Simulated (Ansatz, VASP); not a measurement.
# Two plane-wave programs on BaTiO3

INCAR

```
SYSTEM = BaTiO3
PREC     = Accurate       ! precision mode
ENCUT    = 520            ! plane-wave cutoff, eV
EDIFF    = 1E-6           ! SCF threshold, eV
ISMEAR   = -1             ! smearing method
SIGMA    = 0.05           ! smearing width, eV
LREAL    = .False.        ! projectors in reciprocal space
LASPH    = .True.         ! aspherical terms in the spheres
NELM     = 100            ! most SCF steps
ALGO     = Normal         ! electronic algorithm
ISIF     = 2              ! what is computed and relaxed
LWAVE    = .False.        ! write WAVECAR
LCHARG   = .True.         ! write CHGCAR
GGA      = PE             ! functional
LELF     = .True.         ! ELF
LVHAR    = .True.       
NBANDS   = 28             ! bands
```

The input KPOINTS:

```
Automatic mesh
0
Gamma
  7 7 7
  0 0 0
```

Contents of POSCAR:

```
BaTiO3
1.0
    3.9518582279      0.0000000000      0.0000000000
    0.0000000000      3.9518582279      0.0000000000
    0.0000000000      0.0000000000      3.9518582279
Ba Ti O
1 1 3
Direct
    0.5000000000      0.5000000000      0.5000000000
    0.0000000000      0.0000000000      0.0000000000
    0.0000000000      0.0000000000      0.5000000000
    0.0000000000      0.5000000000      0.0000000000
    0.5000000000      0.0000000000      0.0000000000
```

File input.yaml:

```yaml
crystal:
  lattice:
    - [3.9518582279, 0.0, 0.0]
    - [0.0, 3.9518582279, 0.0]
    - [0.0, 0.0, 3.9518582279]
  atoms:
    - { symbol: Ba, position: [0.5, 0.5, 0.5] }
    - { symbol: Ti, position: [0.0, 0.0, 0.0] }
    - { symbol: O, position: [0.0, 0.0, 0.5] }
    - { symbol: O, position: [0.0, 0.5, 0.0] }
    - { symbol: O, position: [0.5, 0.0, 0.0] }
hamiltonian:
  xc: pbe
  pseudopotentials: { kind: paw, azcp: { folder: soft_1 } }
kpoints:
  mp_grid: { grid: [7, 7, 7] }
scf:
  occupations: { method: fermi_dirac, width: 0.05 }
output:
  forces: true
  stress: true
  eigenvalues: true
```

Alike in both runs: task single point; functional PBE; k mesh 7 × 7 × 7; occupations fermi-dirac, width 0.05 eV; no spin polarisation.

```csv
,VASP,Ansatz
version,VASP 6.6.1,Ansatz 0.2.0
potentials or method,"VASP PAW PBE potentials, release 64 (Ba_sv, Ti_sv, O)",Ansatz PAW soft_1
plane-wave cutoff (eV),520,420
valence electrons in the cell,40,40
```

|  | VASP | Ansatz | Ansatz less VASP |
| --- | --- | --- | --- |
| gap on the k mesh at the Fermi level (eV) | 1.88 | 1.95 | +0.070 |
| least direct gap on the mesh (eV) | 1.93 | 1.95 | +0.026 |
| pressure (GPa) | 11.3 | 9.3 | -2.03 |

Neither program's run includes spin-orbit coupling. Noted on Ansatz's run: odd divisions of the mesh miss points on the zone boundary, where band edges often lie, so the gap on the mesh can be too wide.
